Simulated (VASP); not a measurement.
# Co (P6_3/mmc) in VASP: notebook

Runs on Co. Level: PBE. Tasks: single point.

Program: VASP 6.6.1. These are calculated values, not measurements. Logs are shortened: lines on timing, memory, paths and dates and some standing lists are left out, and cuts for length are marked.

### Step 1. The cell of the first run

Symmetry: P6_3/mmc, No. 194, hexagonal system. The conventional cell has a = 2.458 Å, b = 2.458 Å, c = 3.961 Å, α = 90.00°, β = 90.00°, γ = 120.00°. Within 3.2 Å of Co (site symmetry -6m2) lie 12 Co at 2.44 to 2.46 Å.

### Step 2. Single point, PBE

The input, INCAR:

```
  PREC = Accurate
  ENCUT = 600
  EDIFF = 1E-6
  ISMEAR = -1
  SIGMA = 0.3
  LREAL = False
  LASPH = True
  NELM = 120
  ALGO = Normal
  ISIF = 2
  LWAVE = False
  LCHARG = False
  GGA = PE
  NBANDS = 16
  GGA_COMPAT = False
```

The input, KPOINTS:

```
regular mesh
0
Gamma
  15 15 8
```

The input, POSCAR:

```
Co
1.0
    2.4583936733      0.0000000000      0.0000000000
   -1.2291968366      2.1290313736      0.0000000000
    0.0000000000      0.0000000000      3.9606917934
Co
2
Direct
    0.3333333333      0.6666666667      0.2500000000
    0.6666666667      0.3333333333      0.7500000000
```

Potentials or basis: VASP PAW PBE potentials, release 64 (Co).

Run with:

```sh
> cat potpaw_PBE.64/Co/POTCAR > POTCAR
> mpirun -np 1 vasp_std > vasp.out
```

OUTCAR:

```text
PREC = Accurate
   ENCUT = 600
   EDIFF = 1E-6
   ISMEAR = -1
   LREAL = False
   LASPH = True
   NELM = 120
   ISIF = 2
   GGA = PE

 ion  position               nearest neighbor table
   1  0.333  0.667  0.250-   2 2.44   2 2.44   2 2.44   2 2.44   2 2.44   2 2.44
   2  0.667  0.333  0.750-   1 2.44   1 2.44   1 2.44   1 2.44   1 2.44   1 2.44

  LATTYP: Found a hexagonal cell.
 ALAT       =     2.4583936733
 C/A-ratio  =     1.6110893208

  Lattice vectors:

 A1 = (   2.4583936733,   0.0000000000,   0.0000000000)
 A2 = (  -1.2291968366,   2.1290313736,   0.0000000000)
 A3 = (   0.0000000000,   0.0000000000,   3.9606917934)

Analysis of symmetry for initial positions (statically):
=====================================================================
 Subroutine PRICEL returns:
 Original cell was already a primitive cell.

 Routine SETGRP: Setting up the symmetry group for a
 hexagonal supercell.

 Subroutine GETGRP returns: Found 24 space group operations
 (whereof 12 operations were pure point group operations)
 out of a pool of 24 trial point group operations.

The static configuration has the point symmetry D_3d.
 The point group associated with its full space group is D_6h.

Analysis of symmetry for dynamics (positions and initial velocities):
=====================================================================
 Subroutine PRICEL returns:
 Original cell was already a primitive cell.

 Routine SETGRP: Setting up the symmetry group for a
 hexagonal supercell.

 Subroutine GETGRP returns: Found 24 space group operations
 (whereof 12 operations were pure point group operations)
 out of a pool of 24 trial point group operations.

The dynamic configuration has the point symmetry D_3d.
 The point group associated with its full space group is D_6h.

 Subroutine INISYM returns: Found 24 space group operations
 (whereof 12 operations are pure point group operations),
 and found     1 'primitive' translations

----------------------------------------------------------------------------------------

                                     Primitive cell

  volume of cell :      20.7302

  direct lattice vectors                    reciprocal lattice vectors
     2.458393673  0.000000000  0.000000000     0.406769677  0.234848582  0.000000000
[... 77 lines left out ...]
   PREC   = accura    normal or accurate (medium, high low for compatibility)
   ISTART =      0    job   : 0-new  1-cont  2-samecut
   ICHARG =      2    charge: 1-file 2-atom 10-const
   ISPIN  =      1    spin polarized calculation?
   LNONCOLLINEAR =      F non collinear calculations
   LSORBIT =      F    spin-orbit coupling
   LASPH  =      T    aspherical Exc in radial PAW
   ENCUT  =  600.0 eV  44.10 Ry    6.64 a.u.   4.91  4.91  7.91*2*pi/ulx,y,z
   NELM   =    120;   NELMIN=  2; NELMDL= -5     # of ELM steps
   EDIFF  = 0.1E-05   stopping-criterion for ELM
   LREAL  =      F    real-space projection
   EDIFFG = 0.1E-04   stopping-criterion for IOM
   NSW    =      0    number of steps for IOM
   IBRION =     -1    ionic relax: 0-MD 1-quasi-New 2-CG
   NFREE  =      0    steps in history (QN), initial steepest desc. (CG)
   ISIF   =      2    stress and relaxation
   ISYM   =      2    0-nonsym 1-usesym 2-fastsym
   POTIM  = 0.5000    time-step for ionic-motion
   TEBEG  =    0.0;   TEEND  =   0.0 temperature during run
   PSTRESS=    0.0 pullay stress
   NELECT =      18.0000    total number of electrons
   NUPDOWN=      -1.0000    fix difference up-down
   EMIN   =  10.00;   EMAX   =-10.00  energy-range for DOS
   EFERMI =   0.00;   METHOD = LEGACY
   ISMEAR =    -1;   SIGMA  =   0.30  broadening in eV -4-tet -1-fermi 0-gaus
   EFERMI_NEDOS =   21; number of points for ismear=-14 and -15
   IALGO  =     38    algorithm
   IMIX   =      4    mixing-type and parameters
     AMIX     =   0.40;   BMIX     =  1.00
     AMIX_MAG =   1.60;   BMIX_MAG =  1.00
  volume/ion in A,a.u.               =      10.37        69.95
  Fermi-wavevector in a.u.,A,eV,Ry     =   1.561819  2.951411 33.188418  2.439280
  Thomas-Fermi vector in A             =   2.664829
   LORBIT       =      0    0 simple, 1 ext, 2 COOP (PROOUT), +10 PAW based schemes
   GGA     = PE    functional components
   LHFCALC =     F    Hartree Fock is set to
   AEXX    =    0.0000 exact exchange contribution
   IVDW    =     0    specifies the selected vdW correction
   LEPSILON=     F    determine dielectric tensor
   LRPA    =     F    only Hartree local field effects (RPA)
 non-spin polarized calculation
  energy-cutoff  :      600.00
  volume of cell :       20.73
 maximum number of plane-waves:       708
 NGX is ok and might be reduce to    20
   NGX =  9   NGY =  9   NGZ = 15

 number of electron      18.0000001 magnetization

 Free energy of the ion-electron system (eV)
  ---------------------------------------------------
  ext. energy  EPLUGINS =         0.00000000
  ---------------------------------------------------
  free energy    TOTEN  =       -14.32022226 eV

  energy without entropy =      -13.14828540  energy(sigma->0) =      -13.73425383

 E-fermi :  10.8601     XC(G=0): -13.6906

 val. band max:       10.8574385957   @ k =   0.2000   0.2000   0.3750
 cond. band min:      10.8619939628   @ k =   0.2000  -0.0000   0.3750
 fundamental gap:      0.0045553671
 Fermi energy:        10.8600982686

 k-point     1 :       0.0000    0.0000    0.0000
  band No.  band energies     occupation
      1       1.7327      2.00000
      2       6.0133      2.00000
      3       8.9989      1.99596
      4       9.0102      1.99581
      5       9.0102      1.99581
      6       9.3761      1.98589
[... 433 lines left out ...]
      3       7.0354      1.99999
      4       7.9719      1.99987
      5       8.6424      1.99877
      6       8.8767      1.99731
[... 8 lines left out ...]
     15      22.8675      0.00000
     16      24.8415      0.00000

 [... further k-points ...]
[... 5 lines left out ...]
  --------------------------------------------------------------------------------------
  -------------------------------------------------------------------------------------
  Total        0.5251856      0.5251856      0.5459091      0.0000000      0.0000000      0.0000000
  in kB       40.5899776     40.5899776     42.1916367      0.0000000      0.0000000      0.0000000
  external PRESSURE =      41.1238640 kB  Pullay stress =       0.0000000 kB

 VOLUME and BASIS-vectors are now :
 -----------------------------------------------------------------------------
  energy-cutoff  :      600.00
  volume of cell :       20.73
      direct lattice vectors                 reciprocal lattice vectors
     2.458393673  0.000000000  0.000000000     0.406769677  0.234848582  0.000000000
    -1.229196837  2.129031374  0.000000000     0.000000000  0.469697165  0.000000000
     0.000000000  0.000000000  3.960691793     0.000000000  0.000000000  0.252481145

 POSITION                                       TOTAL-FORCE (eV/Angst)
 -----------------------------------------------------------------------------------
     -0.00000      1.41935      0.99017         0.000000      0.000000      0.000000
      1.22920      0.70968      2.97052         0.000000     -0.000000      0.000000
 -----------------------------------------------------------------------------------
    total drift:                               -0.000000     -0.000000     -0.000000

  FREE ENERGIE OF THE ION-ELECTRON SYSTEM (eV)
  ---------------------------------------------------
  free  energy   TOTEN  =       -14.3202222600 eV

  energy  without entropy=      -13.1482854008  energy(sigma->0) =      -13.73425383
```

OSZICAR:

```text
N       E                     dE             d eps       ncg     rms          rms(c)
DAV:   1     0.810473506452E+02    0.81047E+02   -0.93058E+03  4464   0.172E+03
DAV:   2    -0.142952785447E+02   -0.95343E+02   -0.87599E+02  4328   0.253E+02
DAV:   3    -0.167773055894E+02   -0.24820E+01   -0.24190E+01  5344   0.560E+01
DAV:   4    -0.168154332460E+02   -0.38128E-01   -0.38117E-01  6000   0.535E+00
DAV:   5    -0.168158546849E+02   -0.42144E-03   -0.42143E-03  5456   0.532E-01    0.150E+01
DAV:   6    -0.147556447459E+02    0.20602E+01   -0.10990E+01  4624   0.707E+01    0.530E+00
DAV:   7    -0.143620373878E+02    0.39361E+00   -0.15764E+00  4984   0.252E+01    0.213E+00
DAV:   8    -0.143253830972E+02    0.36654E-01   -0.19070E-02  6992   0.251E+00    0.663E-01
DAV:   9    -0.143202017806E+02    0.51813E-02   -0.12104E-03  6408   0.406E-01    0.691E-02
DAV:  10    -0.143202216158E+02   -0.19835E-04   -0.67343E-05  5120   0.104E-01    0.334E-02
DAV:  11    -0.143202222600E+02   -0.64423E-06   -0.18776E-06  4552   0.258E-02
   1 F= -.14320222E+02 E0= -.13734254E+02  d E =-.117194E+01
```

Run time: 33 s. Hardware: 1 thread of AMD EPYC 9R45 (Zen 5), shared host; peak memory 0.14 GiB.

Results:

```yaml
Free_energy: -14.3202 eV
Pressure: 4.1 GPa
Band_gap_on_the_k_mesh: zero (band 9 reaches 11.27 eV, above the bottom of band 10 at 9.71 eV)
```

Levels at points of the mesh, in eV from the Fermi level:
| k point | band 5 | band 6 | band 7 | band 8 | band 9 | band 10 | band 11 | band 12 | band 13 | band 14 |
| --- | --- | --- | --- | --- | --- | --- | --- | --- | --- | --- |
| (0.00, 0.00, 0.00) | -1.85 | -1.48 | -1.48 | -1.10 | -1.10 | -0.03 | 0.14 | 0.14 | 7.33 | 22.24 |
| (0.00, 0.00, 0.50) | -1.93 | -1.93 | -1.93 | -1.93 | -0.20 | -0.20 | -0.20 | -0.20 | 15.88 | 15.88 |

Caveat: the run has no spin polarisation, though such a crystal can be magnetic.

(Part 1 of 2 ends here.)
